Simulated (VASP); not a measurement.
A run of VASP 6.6.1:

The input INCAR:

```
SYSTEM = GaP
ALGO = Normal
EDIFF = 1E-6
EDIFFG = -0.005
ENCUT = 600
GGA = RE
IBRION = 2
ISIF = 3
ISMEAR = 0
IVDW = 12
LASPH = .TRUE.
LCHARG = .FALSE.
LREAL = .FALSE.
LWAVE = .FALSE.
NELM = 100
NSW = 80
PREC = Accurate
SIGMA = 0.01
```

File KPOINTS:

```
k-points
0
G
  6 6 6
  0 0 0
```

The input POSCAR:

```
GaP
1.0
    0.0000000000      2.7252500000      2.7252500000
    2.7252500000      0.0000000000      2.7252500000
    2.7252500000      2.7252500000      0.0000000000
Ga P
1 1
Direct
    0.0000000000      0.0000000000      0.0000000000
    0.2500000000      0.2500000000      0.2500000000
```

Potentials or basis: VASP PAW PBE potentials, release 64 (Ga_d, P).

Command:

```sh
$ cat potpaw_PBE.64/Ga_d/POTCAR potpaw_PBE.64/P/POTCAR > POTCAR
$ mpirun -np 1 vasp_std > vasp.out
```

Hardware: 1 thread of AMD EPYC 7R13, with other jobs on the host.

Question: Estimate the wall time of this run.

Answer: Wall time 46 s on 1 thread of AMD EPYC 7R13, on a shared host, peak memory 0.16 GiB. Counts: scf iterations 27, k points 16, ion steps 3.
